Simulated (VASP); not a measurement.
# Cs (Fm-3m) in VASP: further runs, part 2 of 2

VASP 6.6.1.

### 3 Single point, PBE+D3(BJ)

This run uses another cell than the first one, of 123.10 Å³/atom, 1.039 times its volume.

The input, INCAR:

```
SYSTEM = Cs
PREC = Accurate
ENCUT = 520
EDIFF = 1E-6
ISMEAR = -1
SIGMA = 0.05
LREAL = .False.
LASPH = .True.
NELM = 80
ALGO = Fast
ISIF = 2
LWAVE = .False.
LCHARG = .True.
GGA = PE
IVDW = 12
LELF = .True.
LVHAR = .True.
NBANDS = 10
```

The input, KPOINTS:

```
Automatic mesh
0
Gamma
  6 6 6
  0 0 0
```

The input, POSCAR:

```
Cs
1.0
    0.0000000000      3.9483357400      3.9483357400
    3.9483357400      0.0000000000      3.9483357400
    3.9483357400      3.9483357400      0.0000000000
Cs
1
Direct
    0.0000000000      0.0000000000      0.0000000000
```

Potentials or basis: VASP PAW PBE potentials, release 64 (Cs_sv).

The run is started by

```
$ cat potpaw_PBE.64/Cs_sv/POTCAR > POTCAR
$ mpirun -np 1 vasp_std > vasp.out
```

OUTCAR:

```text
SYSTEM = Cs
   PREC = Accurate
   ENCUT = 520
   EDIFF = 1E-6
   ISMEAR = -1
   LREAL = .False.
   LASPH = .True.
   NELM = 80
   ISIF = 2
   GGA = PE
   IVDW = 12
 IVDW          = 12

 ion  position               nearest neighbor table
   1  0.000  0.000  0.000-

  LATTYP: Found a face centered cubic cell.
 ALAT       =     7.8966714800

  Lattice vectors:

 A1 = (   0.0000000000,   3.9483357400,   3.9483357400)
 A2 = (   3.9483357400,   0.0000000000,   3.9483357400)
 A3 = (   3.9483357400,   3.9483357400,   0.0000000000)

Analysis of symmetry for initial positions (statically):
=====================================================================
 Subroutine PRICEL returns:
 Original cell was already a primitive cell.

 Routine SETGRP: Setting up the symmetry group for a
 face centered cubic supercell.

 Subroutine GETGRP returns: Found 48 space group operations
 (whereof 48 operations were pure point group operations)
 out of a pool of 48 trial point group operations.

The static configuration has the point symmetry O_h .

Analysis of symmetry for dynamics (positions and initial velocities):
=====================================================================
 Subroutine PRICEL returns:
 Original cell was already a primitive cell.

 Routine SETGRP: Setting up the symmetry group for a
 face centered cubic supercell.

 Subroutine GETGRP returns: Found 48 space group operations
 (whereof 48 operations were pure point group operations)
 out of a pool of 48 trial point group operations.

The dynamic configuration has the point symmetry O_h .

 Subroutine INISYM returns: Found 48 space group operations
 (whereof 48 operations are pure point group operations),
 and found     1 'primitive' translations

----------------------------------------------------------------------------------------

                                     Primitive cell

  volume of cell :     123.1040

  direct lattice vectors                    reciprocal lattice vectors
     0.000000000  3.948335740  3.948335740    -0.126635634  0.126635634  0.126635634
     3.948335740  0.000000000  3.948335740     0.126635634 -0.126635634  0.126635634
     3.948335740  3.948335740  0.000000000     0.126635634  0.126635634 -0.126635634

  length of vectors
     5.583789952  5.583789952  5.583789952     0.219339352  0.219339352  0.219339352

  position of ions in fractional coordinates (direct lattice)
     0.000000000  0.000000000  0.000000000

  ion indices of the primitive-cell ions
   primitive index   ion index
                 1           1

----------------------------------------------------------------------------------------

 KPOINTS: Automatic mesh

Automatic generation of k-mesh.
 Grid dimensions read from file:
 generate k-points for:    6    6    6

 Generating k-lattice:

  Cartesian coordinates                     Fractional coordinates (reciprocal lattice)
    -0.021105939  0.021105939  0.021105939     0.166666667  0.000000000  0.000000000
     0.021105939 -0.021105939  0.021105939     0.000000000  0.166666667  0.000000000
     0.021105939  0.021105939 -0.021105939     0.000000000  0.000000000  0.166666667

  Length of vectors
     0.036556559  0.036556559  0.036556559

  Shift w.r.t. Gamma in fractional coordinates (k-lattice)
     0.000000000  0.000000000  0.000000000

 Subroutine IBZKPT returns following result:
 ===========================================

 Found     16 irreducible k-points:

 Following reciprocal coordinates:
            Coordinates               Weight
  0.000000  0.000000  0.000000      1.000000
  0.166667  0.000000  0.000000      8.000000
  0.333333  0.000000  0.000000      8.000000
  0.500000  0.000000  0.000000      4.000000
  0.166667  0.166667  0.000000      6.000000
  0.333333  0.166667  0.000000     24.000000
[... 8 lines left out ...]
 -0.333333  0.333333  0.166667     24.000000
 -0.333333  0.500000  0.166667     12.000000
   k-points           NKPTS =     16   k-points in BZ     NKDIM =     16   number of bands    NBANDS=     10
   number of dos      NEDOS =    301   number of ions     NIONS =      1
   total plane-waves  NPLWV =  74088
   dimension x,y,z NGX =    42 NGY =   42 NGZ =   42
   dimension x,y,z NGXF=    84 NGYF=   84 NGZF=   84
   ions per type =               1
   NGX,Y,Z   is equivalent  to a cutoff of  12.50, 12.50, 12.50 a.u.
   NGXF,Y,Z  is equivalent  to a cutoff of  25.01, 25.01, 25.01 a.u.
 SYSTEM =  Cs
   PREC   = accura    normal or accurate (medium, high low for compatibility)
   ISTART =      0    job   : 0-new  1-cont  2-samecut
   ICHARG =      2    charge: 1-file 2-atom 10-const
   ISPIN  =      1    spin polarized calculation?
   LNONCOLLINEAR =      F non collinear calculations
   LSORBIT =      F    spin-orbit coupling
   LASPH  =      T    aspherical Exc in radial PAW
   ENCUT  =  520.0 eV  38.22 Ry    6.18 a.u.  10.38 10.38 10.38*2*pi/ulx,y,z
   NELM   =     80;   NELMIN=  2; NELMDL= -5     # of ELM steps
   EDIFF  = 0.1E-05   stopping-criterion for ELM
   LREAL  =      F    real-space projection
   EDIFFG = 0.1E-04   stopping-criterion for IOM
   NSW    =      0    number of steps for IOM
   IBRION =     -1    ionic relax: 0-MD 1-quasi-New 2-CG
   NFREE  =      0    steps in history (QN), initial steepest desc. (CG)
   ISIF   =      2    stress and relaxation
   ISYM   =      2    0-nonsym 1-usesym 2-fastsym
   POTIM  = 0.5000    time-step for ionic-motion
   TEBEG  =    0.0;   TEEND  =   0.0 temperature during run
   PSTRESS=    0.0 pullay stress
   NELECT =       9.0000    total number of electrons
   NUPDOWN=      -1.0000    fix difference up-down
   EMIN   =  10.00;   EMAX   =-10.00  energy-range for DOS
   EFERMI =   0.00;   METHOD = LEGACY
   ISMEAR =    -1;   SIGMA  =   0.05  broadening in eV -4-tet -1-fermi 0-gaus
   EFERMI_NEDOS =   21; number of points for ismear=-14 and -15
   IALGO  =     68    algorithm
   IMIX   =      4    mixing-type and parameters
     AMIX     =   0.40;   BMIX     =  1.00
     AMIX_MAG =   1.60;   BMIX_MAG =  1.00
  volume/ion in A,a.u.               =     123.10       830.75
  Fermi-wavevector in a.u.,A,eV,Ry     =   0.684539  1.293591  6.375605  0.468594
  Thomas-Fermi vector in A             =   1.764221
   LORBIT       =      0    0 simple, 1 ext, 2 COOP (PROOUT), +10 PAW based schemes
   GGA     = PE    functional components
   LHFCALC =     F    Hartree Fock is set to
   AEXX    =    0.0000 exact exchange contribution
   IVDW    =    12    specifies the selected vdW correction
   LEPSILON=     F    determine dielectric tensor
   LRPA    =     F    only Hartree local field effects (RPA)
 non-spin polarized calculation
 RMM-DIIS sequential band-by-band and
  energy-cutoff  :      520.00
  volume of cell :      123.10
 maximum number of plane-waves:      3347
 NGX is ok and might be reduce to    42
   NGX = 21   NGY = 21   NGZ = 21

 number of electron       9.0000001 magnetization

 Free energy of the ion-electron system (eV)
  ---------------------------------------------------
  ext. energy  EPLUGINS =         0.00000000
  ---------------------------------------------------
  free energy    TOTEN  =        -0.84596824 eV

  energy without entropy =       -0.83199803  energy(sigma->0) =       -0.83898313

 E-fermi :   0.2651     XC(G=0):  -5.2386

 val. band max:        0.2208937099   @ k =   0.5000   0.3333   0.1667
 cond. band min:       0.2784541046   @ k =   0.5000   0.0000   0.0000
 fundamental gap:      0.0575603947
 Fermi energy:         0.2651412618

 k-point     1 :       0.0000    0.0000    0.0000
  band No.  band energies     occupation
      1     -23.6019      2.00000
      2     -10.3556      2.00000
      3     -10.3556      2.00000
      4     -10.3556      2.00000
      5      -1.3207      2.00000
      6       2.6989      0.00000
      7       2.6989      0.00000
      8       2.6989      0.00000
      9       3.7192      0.00000
     10       3.7192      0.00000
[... 183 lines left out ...]
 k-point    16 :      -0.3333    0.5000    0.1667
  band No.  band energies     occupation
      1     -23.5961      2.00000
      2     -10.4410      2.00000
      3     -10.4103      2.00000
      4     -10.3955      2.00000
      5       0.9059      0.00001
      6       1.4082      0.00000
      7       1.5351      0.00000
      8       2.6018      0.00000
      9       4.3556      0.00000
     10       4.5367      0.00000

------------------------ aborting loop because EDIFF is reached ----------------------------------------

 Edisp (eV)   -0.08287

 E8    (eV) :    -0.0497

  FORCE on cell =-STRESS in cart. coord.  units (eV):
  Direction    XX          YY          ZZ          XY          YZ          ZX
  --------------------------------------------------------------------------------------
  -------------------------------------------------------------------------------------
  Total      -0.14418    -0.14418    -0.14418    -0.00000     0.00000     0.00000
  in kB      -1.87652    -1.87652    -1.87652    -0.00000     0.00000     0.00000
  external pressure =       -1.88 kB  Pullay stress =        0.00 kB

 VOLUME and BASIS-vectors are now :
 -----------------------------------------------------------------------------
  energy-cutoff  :      520.00
  volume of cell :      123.10
      direct lattice vectors                 reciprocal lattice vectors
     0.000000000  3.948335740  3.948335740    -0.126635634  0.126635634  0.126635634
     3.948335740  0.000000000  3.948335740     0.126635634 -0.126635634  0.126635634
     3.948335740  3.948335740  0.000000000     0.126635634  0.126635634 -0.126635634

 POSITION                                       TOTAL-FORCE (eV/Angst)
 -----------------------------------------------------------------------------------
      0.00000      0.00000      0.00000         0.000000      0.000000      0.000000
 -----------------------------------------------------------------------------------
    total drift:                                0.000000     -0.000000     -0.000000

  FREE ENERGIE OF THE ION-ELECTRON SYSTEM (eV)
  ---------------------------------------------------
  free  energy   TOTEN  =        -0.9288343214 eV

  energy  without entropy=       -0.9148641133  energy(sigma->0) =       -0.92184922
```

stdout:

```text
POSCAR found type information on POSCAR Cs
 POSCAR found :  1 types and       1 ions
 scaLAPACK will be used
 LDA part: xc-table for (Slater+PW92), standard interpolation
 POSCAR, INCAR and KPOINTS ok, starting setup
 FFT: planning ... GRIDC
 FFT: planning ... GRID_SOFT
 FFT: planning ... GRID
 WAVECAR not read
 entering main loop
```

Wall time 19 s (1 thread of Intel Xeon Platinum 8259CL at 2.50GHz (Skylake/Cascade Lake), shared host); peak memory 0.25 GiB.

What came out:

* Free energy: -0.9288 eV
* Pressure: -0.2 GPa
* Dispersion energy per atom: -0.083 eV

Caveat: three body term missing; spin-orbit coupling is left out, which moves the levels of the heavy elements; pairwise dispersion overbinds metals, which lowers pressure and volume.

### 4 Relaxation of cell and atoms, PBE

This run uses another cell than the first one, of 123.10 Å³/atom, 1.039 times its volume.

The input, INCAR:

```
SYSTEM = Cs
PREC = Accurate
ENCUT = 600
EDIFF = 1E-6
ISMEAR = -1
SIGMA = 0.05
LREAL = .False.
LASPH = .True.
NELM = 80
ALGO = Normal
ISIF = 3
LWAVE = .False.
LCHARG = .False.
GGA = PE
IBRION = 2
NSW = 60
EDIFFG = -0.01
```

The input, KPOINTS:

```
regular mesh
0
Gamma
  6 6 6
  0 0 0
```

POSCAR is that of step 3.

The run is started by

```
$ cat potpaw_PBE.64/Cs_sv/POTCAR > POTCAR
$ mpirun -np 1 vasp_std > vasp.out
```

Wall time 56 s (1 thread of Intel Xeon Platinum 8259CL at 2.50GHz (Skylake/Cascade Lake), shared host); peak memory 0.32 GiB.

The run converged. Its results:

- Free energy: -0.8470 eV
- Relaxed volume: 118.45 Å³/atom
- Relaxed cell: a = 5.512 Å, b = 5.512 Å, c = 5.512 Å, α = 60.00°, β = 60.00°, γ = 60.00°
- Space group after relaxing (to 0.05 Å): Fm-3m (No. 225)
- Energy gained by relaxing: 1.0 meV/atom
- Ionic steps: 4
- Pressure after relaxing: 0.0 GPa

The path:
| step | energy change (eV) | largest force (eV/Å) | pressure (GPa) | volume (Å³) |
| --- | --- | --- | --- | --- |
| 1 | 0.0000 | 0.0000 | -0.07 | 123.10 |
| 2 | -0.0004 | 0.0000 | -0.06 | 122.16 |
| 3 | -0.0010 | 0.0000 | -0.01 | 119.38 |
| 4 | -0.0010 | 0.0000 | 0.00 | 118.45 |

Final structure:
```cif
data_structure
_symmetry_space_group_name_H-M 'P 1'
_symmetry_Int_Tables_number 1
_cell_length_a 5.5124
_cell_length_b 5.5124
_cell_length_c 5.5124
_cell_angle_alpha 60.000
_cell_angle_beta 60.000
_cell_angle_gamma 60.000
_cell_volume 118.45
loop_
_atom_site_label
_atom_site_type_symbol
_atom_site_fract_x
_atom_site_fract_y
_atom_site_fract_z
_atom_site_occupancy
Cs1 Cs 0.00000 0.00000 0.00000 1
```

Levels at points of the mesh, in eV from the Fermi level:
```tsv
k point	band 1	band 2	band 3	band 4	band 5	band 6	band 7	band 8
(0.00, 0.00, 0.00)	-23.85	-10.60	-10.60	-10.60	-1.63	2.45	2.45	2.45
(0.50, 0.00, 0.00)	-23.84	-10.72	-10.61	-10.61	0.00	0.76	2.32	2.32
(0.50, 0.50, 0.00)	-23.84	-10.71	-10.64	-10.64	0.31	1.08	1.41	3.95
```

Caveat: spin-orbit coupling is left out, which moves the levels of the heavy elements.

### 5 The runs side by side

```csv
task,level,cell,cutoff (eV),gap on the mesh (eV),pressure (GPa)
single point,PBE,"a = 5.513 Å, angles 60.0°, 1 atom",520,none,0.0
single point,PBE+D3(BJ),"a = 5.584 Å, angles 60.0°, 1 atom",520,none,-0.2
relaxation of cell and atoms,PBE,"relaxed from a = 5.584 Å, angles 60.0°, 1 atom",600,none,0.0
```

Alike in all rows: potentials or basis VASP PAW PBE potentials, release 64 (Cs_sv); no spin polarisation; k mesh 6 × 6 × 6; smearing fermi-dirac 0.05 eV.

Caveats: spin-orbit coupling is left out, which moves the levels of the heavy elements; three body term missing (some runs); pairwise dispersion overbinds metals, which lowers pressure and volume (some runs).

Total energies depend on the potentials used, so only differences within one code and one set of settings carry meaning.
